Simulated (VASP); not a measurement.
A run of VASP 6.6.1 is set up as follows.

Contents of INCAR:

```
ALGO     = Normal         # electronic algorithm
EDIFF    = 1E-7           # SCF threshold, eV
ENCUT    = 520            # plane-wave cutoff, eV
GGA      = PE             # functional
ISIF     = 2              # what is computed and relaxed
ISMEAR   = 0              # smearing method
LASPH    = True           # aspherical terms in the spheres
LCHARG   = True           # write CHGCAR
LELF     = True           # ELF
LREAL    = False          # projectors in reciprocal space
LVHAR    = True         
LWAVE    = False          # write WAVECAR
NBANDS   = 18             # bands
NELM     = 80             # most SCF steps
PREC     = Accurate       # precision mode
SIGMA    = 0.1            # smearing width, eV
```

The input KPOINTS:

```
k-points
0
Gamma
  12 12 12
```

Contents of POSCAR:

```
ScAs2
1.0
   -2.6607957304      2.6607957304      2.6231409803
    2.6607957304     -2.6607957304      2.6231409803
    2.6607957304      2.6607957304     -2.6231409803
Sc As
1 2
Direct
    0.0000000000      0.0000000000      0.0000000000
    0.0106072502      0.5106072502      0.5000000000
    0.4893927498      0.9893927498      0.5000000000
```

Potentials or basis: VASP PAW PBE potentials, release 64 (Sc_sv, As).

Run with:

```bash
$ cat potpaw_PBE.64/Sc_sv/POTCAR potpaw_PBE.64/As/POTCAR > POTCAR
$ mpirun -np 1 vasp_std > vasp.out
```

(1) Predict the largest force.

(2) What does it give for the pressure?

## Answers

(1) 0.032 eV/Å.

(2) 0.2 GPa.
